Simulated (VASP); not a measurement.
Write the native input for VASP 6.6.1 that does the following.

* Task: electric field gradients
* Functional: PBE
* Potentials or basis: VASP PAW PBE potentials, release 64 (Mg, S)
* Cutoff: 520 eV
* k mesh: 8 × 8 × 8
* Occupations: fermi-dirac, width 0.01 eV
* Spin: no spin polarisation
* Dipole correction: no
* Further INCAR settings: ALGO = Normal; EDIFF = 1e-08; NBANDS = 11

The structure of MgS lies in POSCAR:

```
MgS
1.0
    0.0000000000      2.5236005000      2.6016500000
    2.5236005000      0.0000000000      2.6016500000
    2.5236005000      2.5236005000      0.0000000000
Mg S
1 1
Direct
    0.0000000000      0.0000000000      0.0000000000
    0.5000000000      0.5000000000      0.5000000000
```

This cell differs from its parent crystal: equal xx and yy strain of -3 %.

These files were run (other wordings do the same):

INCAR

```
PREC = Accurate
ENCUT = 520
EDIFF = 1E-8
ISMEAR = -1
SIGMA = 0.01
LREAL = F
LASPH = T
NELM = 60
ALGO = Normal
ISIF = 2
LWAVE = F
LCHARG = F
GGA = PE
LEFG = T
NBANDS = 11
```

KPOINTS

```
regular mesh
0
Gamma
  8 8 8
```

Potentials or basis: VASP PAW PBE potentials, release 64 (Mg, S).

Launch:

```sh
$ cat potpaw_PBE.64/Mg/POTCAR potpaw_PBE.64/S/POTCAR > POTCAR
$ mpirun -np 1 vasp_std > vasp.out
```

Results of the run:

| Item | Value |
| --- | --- |
| Pressure | 6.4 GPa |
| Band gap on the k mesh | 2.77 eV, indirect (least direct gap 4.13 eV) |

Caveat: the cell differs from its parent crystal (equal xx and yy strain of -3 %); without QUAD_EFG the Cq values of the log hold for a quadrupole moment of 1 mb, not for the nuclei.

Run time: 12 s on 1 thread of Intel(R) Xeon(R) 6975P-C (Granite Rapids), with other jobs on the host, peak memory 0.16 GiB.
